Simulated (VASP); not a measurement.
# Be5Tl (F-43m) in VASP: single point with r2SCAN

Aim: the single point of Be5Tl with r2SCAN.

Program: VASP 6.6.1. These are calculated values, not measurements. Logs are shortened: lines on timing, memory, paths and dates and some standing lists are left out, and cuts for length are marked.

## Step 1: The cell of the first run

It takes space group F-43m (No. 216, cubic). Conventional cell: a = 6.443 Å, b = 6.443 Å, c = 6.443 Å, α = 90.00°, β = 90.00°, γ = 90.00°. Be (site symmetry 3m) has 9 Be at 2.28 to 2.67 Å and 3 Tl at 2.67 Å within 3.0 Å. Be (site symmetry -43m) has 12 Be at 2.67 Å and 4 Tl at 2.79 Å within 3.5 Å. Tl (site symmetry -43m) has 16 Be at 2.67 to 2.79 Å within 3.5 Å.

## Step 2: Single point, r2SCAN

POSCAR reads:

```
Be5Tl
1.0
    0.0000000000      3.2217460000      3.2217460000
    3.2217460000      0.0000000000      3.2217460000
    3.2217460000      3.2217460000      0.0000000000
Be Tl
5 1
Direct
    0.6250000000      0.6250000000      0.6250000000
    0.1250000000      0.6250000000      0.6250000000
    0.6250000000      0.6250000000      0.1250000000
    0.6250000000      0.1250000000      0.6250000000
    0.2500000000      0.2500000000      0.2500000000
    0.0000000000      0.0000000000      0.0000000000
```

INCAR.step1 reads:

```
PREC = Accurate
ENCUT = 520
ISMEAR = -1
SIGMA = 0.1
LREAL = F
LASPH = T
NELM = 100
NBANDS = 20
GGA = PE
ALGO = Normal
EDIFF = 1E-4
LWAVE = T
LCHARG = F
```

INCAR.step2 reads:

```
PREC = Accurate
ENCUT = 520
EDIFF = 1E-6
ISMEAR = -1
SIGMA = 0.1
LREAL = F
LASPH = T
NELM = 100
ALGO = Normal
ISIF = 2
LWAVE = F
LCHARG = F
METAGGA = R2SCAN
LMIXTAU = T
NBANDS = 20
ISTART = 1
```

KPOINTS reads:

```
regular mesh
0
Gamma
  9 9 9
```

Potentials or basis: VASP PAW PBE potentials, release 64 (Be, Tl_d).

Launch:

```bash
> cat potpaw_PBE.64/Be/POTCAR potpaw_PBE.64/Tl_d/POTCAR > POTCAR
> cp INCAR.step1 INCAR
> mpirun -np 1 vasp_std > vasp.out
> cp INCAR.step2 INCAR
> mpirun -np 1 vasp_std > vasp.out
```

OUTCAR:

```text
PREC = Accurate
   ENCUT = 520
   EDIFF = 1E-6
   ISMEAR = -1
   LREAL = F
   LASPH = T
   NELM = 100
   ISIF = 2
   METAGGA = R2SCAN
   ISTART = 1

 ion  position               nearest neighbor table
   1  0.625  0.625  0.625-   2 2.28   3 2.28   4 2.28   3 2.28   4 2.28   2 2.28   6 2.67   6 2.67
                             6 2.67
   2  0.125  0.625  0.625-   1 2.28   3 2.28   4 2.28   1 2.28   3 2.28   4 2.28   6 2.67   6 2.67
                             6 2.67
   3  0.625  0.625  0.125-   1 2.28   1 2.28   2 2.28   4 2.28   4 2.28   2 2.28   6 2.67   6 2.67
                             6 2.67
   4  0.625  0.125  0.625-   1 2.28   3 2.28   1 2.28   2 2.28   3 2.28   2 2.28   6 2.67   6 2.67
                             6 2.67
   5  0.250  0.250  0.250-   6 2.79   6 2.79   6 2.79   6 2.79
   6  0.000  0.000  0.000-   1 2.67   3 2.67   1 2.67   3 2.67   2 2.67   4 2.67   2 2.67   4 2.67
                             4 2.67   1 2.67   3 2.67   2 2.67   5 2.79   5 2.79   5 2.79   5 2.79

  LATTYP: Found a face centered cubic cell.
 ALAT       =     6.4434920000

  Lattice vectors:

 A1 = (   0.0000000000,   3.2217460000,   3.2217460000)
 A2 = (   3.2217460000,   0.0000000000,   3.2217460000)
 A3 = (   3.2217460000,   3.2217460000,   0.0000000000)

Analysis of symmetry for initial positions (statically):
=====================================================================
 Subroutine PRICEL returns:
 Original cell was already a primitive cell.

 Routine SETGRP: Setting up the symmetry group for a
 face centered cubic supercell.

 Subroutine GETGRP returns: Found 24 space group operations
 (whereof 24 operations were pure point group operations)
 out of a pool of 48 trial point group operations.

The static configuration has the point symmetry T_d .

Analysis of symmetry for dynamics (positions and initial velocities):
=====================================================================
 Subroutine PRICEL returns:
 Original cell was already a primitive cell.

 Routine SETGRP: Setting up the symmetry group for a
 face centered cubic supercell.

 Subroutine GETGRP returns: Found 24 space group operations
 (whereof 24 operations were pure point group operations)
 out of a pool of 48 trial point group operations.

The dynamic configuration has the point symmetry T_d .

 Subroutine INISYM returns: Found 24 space group operations
 (whereof 24 operations are pure point group operations),
 and found     1 'primitive' translations

[... 101 lines left out ...]
   NELM   =    100;   NELMIN=  2; NELMDL=  0     # of ELM steps
   EDIFF  = 0.1E-05   stopping-criterion for ELM
   LREAL  =      F    real-space projection
   EDIFFG = 0.1E-04   stopping-criterion for IOM
   NSW    =      0    number of steps for IOM
   IBRION =     -1    ionic relax: 0-MD 1-quasi-New 2-CG
   NFREE  =      0    steps in history (QN), initial steepest desc. (CG)
   ISIF   =      2    stress and relaxation
   ISYM   =      2    0-nonsym 1-usesym 2-fastsym
   POTIM  = 0.5000    time-step for ionic-motion
   TEBEG  =    0.0;   TEEND  =   0.0 temperature during run
   PSTRESS=    0.0 pullay stress
   NELECT =      23.0000    total number of electrons
   NUPDOWN=      -1.0000    fix difference up-down
   EMIN   =  10.00;   EMAX   =-10.00  energy-range for DOS
   EFERMI =   0.00;   METHOD = LEGACY
   ISMEAR =    -1;   SIGMA  =   0.10  broadening in eV -4-tet -1-fermi 0-gaus
   EFERMI_NEDOS =   21; number of points for ismear=-14 and -15
   IALGO  =     38    algorithm
   IMIX   =      4    mixing-type and parameters
     AMIX     =   0.40;   BMIX     =  1.00
     AMIX_MAG =   1.60;   BMIX_MAG =  1.00
  volume/ion in A,a.u.               =      11.15        75.22
  Fermi-wavevector in a.u.,A,eV,Ry     =   1.146963  2.167446 17.898798  1.315525
  Thomas-Fermi vector in A             =   2.283645
   LORBIT       =      0    0 simple, 1 ext, 2 COOP (PROOUT), +10 PAW based schemes
   METAGGA = R2SCAN    functional components
   LHFCALC =     F    Hartree Fock is set to
   AEXX    =    0.0000 exact exchange contribution
   IVDW    =     0    specifies the selected vdW correction
   LEPSILON=     F    determine dielectric tensor
   LRPA    =     F    only Hartree local field effects (RPA)
 non-spin polarized calculation
  energy-cutoff  :      520.00
  volume of cell :       66.88
 maximum number of plane-waves:      1823
 NGX is ok and might be reduce to    36
   NGX = 17   NGY = 17   NGZ = 17

 number of electron      23.0000002 magnetization

 Free energy of the ion-electron system (eV)
  ---------------------------------------------------
  ext. energy  EPLUGINS =         0.00000000
  ---------------------------------------------------
  free energy    TOTEN  =       -71.63865122 eV

  energy without entropy =      -71.58214881  energy(sigma->0) =      -71.61040001

 E-fermi :   7.9304     XC(G=0): -11.4981

 val. band max:        7.8838586123   @ k =  -0.4444   0.2222   0.1111
 cond. band min:       7.9453465759   @ k =  -0.4444   0.1111   0.0000
 fundamental gap:      0.0614879637
 Fermi energy:         7.9303840819

 k-point     1 :       0.0000    0.0000    0.0000
  band No.  band energies     occupation
      1      -5.3599      2.00000
      2      -5.3599      2.00000
      3      -5.3599      2.00000
      4      -5.3035      2.00000
      5      -5.3035      2.00000
      6      -4.8410      2.00000
[... 541 lines left out ...]
     19      14.4721      0.00000
     20      14.4721      0.00000

 [... further k-points ...]
[... 5 lines left out ...]
  --------------------------------------------------------------------------------------
  -------------------------------------------------------------------------------------
  Total        0.2330765      0.2330765      0.2330765      0.0000000     -0.0000000      0.0000000
  in kB        5.5834820      5.5834820      5.5834820      0.0000000     -0.0000000      0.0000000
  external PRESSURE =       5.5834820 kB  Pullay stress =       0.0000000 kB

 VOLUME and BASIS-vectors are now :
 -----------------------------------------------------------------------------
  energy-cutoff  :      520.00
  volume of cell :       66.88
      direct lattice vectors                 reciprocal lattice vectors
     0.000000000  3.221746000  3.221746000    -0.155195351  0.155195351  0.155195351
     3.221746000  0.000000000  3.221746000     0.155195351 -0.155195351  0.155195351
     3.221746000  3.221746000  0.000000000     0.155195351  0.155195351 -0.155195351

 POSITION                                       TOTAL-FORCE (eV/Angst)
 -----------------------------------------------------------------------------------
      4.02718      4.02718      4.02718        -0.281251     -0.281251     -0.281251
      4.02718      2.41631      2.41631        -0.281251      0.281251      0.281251
      2.41631      2.41631      4.02718         0.281251      0.281251     -0.281251
      2.41631      4.02718      2.41631         0.281251     -0.281251      0.281251
      1.61087      1.61087      1.61087        -0.000000     -0.000000     -0.000000
      0.00000      0.00000      0.00000         0.000000     -0.000000     -0.000000
 -----------------------------------------------------------------------------------
    total drift:                                0.000000      0.000000     -0.000000

  FREE ENERGIE OF THE ION-ELECTRON SYSTEM (eV)
  ---------------------------------------------------
  free  energy   TOTEN  =       -71.6386512160 eV

  energy  without entropy=      -71.5821488096  energy(sigma->0) =      -71.61040001
```

Run time: 1.8 min. Hardware: 1 thread of Intel Xeon Platinum 8375C at 2.90GHz (Ice Lake), shared host; peak memory 0.23 GiB.

What came out:

| Item | Value |
| --- | --- |
| Free energy | -71.6387 eV |
| Pressure | 0.6 GPa |

Levels at points of the mesh, in eV from the Fermi level:
```
           k point  band 8  band 9  band 10  band 11  band 12  band 13  band 14  band 15
(0.00, 0.00, 0.00)   -2.83   -2.83    -2.83    -0.68    -0.21    -0.21    -0.21     1.58
```

Caveat: the PAW data sets were made with another functional, which shifts forces and pressure a little; spin-orbit coupling is left out, which moves the levels of the heavy elements.
